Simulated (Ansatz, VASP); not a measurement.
**CoO in VASP and in Ansatz**

INCAR

```
SYSTEM = CoO
PREC = Accurate ; ENCUT = 520
EDIFF = 1E-7 ; ISMEAR = -1
SIGMA = 0.05 ; LREAL = .False.
LASPH = .True. ; NELM = 150
ALGO = Normal ; ISIF = 2
LWAVE = .False. ; LCHARG = .False.
ISPIN = 2 ; MAGMOM = 2 0
LORBIT = 11 ; LMAXMIX = 4
GGA = CA ; NBANDS = 18
```

Contents of KPOINTS:

```
Automatic mesh
0
Gamma
  7 7 7
  0 0 0
```

File POSCAR:

```
CoO
1.0
    1.6022198417      0.9250420569      2.5664708903
   -1.6022198417      0.9250420569      2.5664708903
    0.0000000000     -1.8500841138      2.5664708903
Co O
1 1
Direct
    0.9989783200      0.9989783200      0.9989783200
    0.7510210300      0.7510210300      0.7510210300
```

File input.yaml:

```yaml
crystal:
  lattice:
    - [1.6022198417, 0.9250420569, 2.5664708903]
    - [-1.6022198417, 0.9250420569, 2.5664708903]
    - [0.0, -1.8500841138, 2.5664708903]
  atoms:
    - { symbol: Co, position: [0.99897832, 0.99897832, 0.99897832], spin: 2.0 }
    - { symbol: O, position: [0.75102103, 0.75102103, 0.75102103] }
kpoints:
  mp_grid: { grid: [7, 7, 7] }
  band_path:
    path:
      - [0.0, 0.0, 0.0]
      - [0.5, 0.0, 0.0]
      - [0.5, 0.2532748666, -0.2532748666]
    npoints: 8
scf:
  occupations: { method: fermi_dirac, width: 0.05 }
hamiltonian:
  xc: lda
  pseudopotentials: { kind: all_electron, lapw: { basis_error: 0.001 } }
magnetization:
  spin_polarized: true
output:
  forces: true
  stress: true
  eigenvalues: true
```

Alike in both runs: functional LDA; k mesh 7 × 7 × 7; occupations fermi-dirac, width 0.05 eV; collinear spin.

```csv
,VASP,Ansatz
version,VASP 6.6.1,Ansatz 0.2.0
potentials or method,"VASP PAW LDA potentials, release 64 (Co, O), cutoff 520 eV","all-electron LAPW, scalar-relativistic"
task,single point,band structure
```

```tsv
	VASP	Ansatz	Ansatz less VASP
gap on the k mesh at the Fermi level (eV)	none	none	-
pressure (GPa)	-17.7	-15.2	+2.42
traceless stress, the component that is largest in VASP (GPa)	2.75	2.93	+0.181
rms of the force components (eV/Å)	0.115	0.115	-0.0004
net moment per atom (μB)	1.21	1.35	+0.145
size of the moment on the site where the two differ most (μB)	2.08	2.29	+0.205
```

The net moments are unlike, so the other rows may belong to different states. LDA's correlation is that of Perdew and Zunger in VASP and of Perdew and Wang (1992) in Ansatz. Site moments also hang on the region over which each program counts them. Atom by atom the forces differ by 0.000 eV/Å (rms over components). A gap of «none» marks a metal or a gap that the smearing closes. Ansatz ran all-electron here, and VASP with PAW potentials.

Noted on Ansatz's run: the k mesh is thin for a metal, which can move the energy by tens of meV per atom.
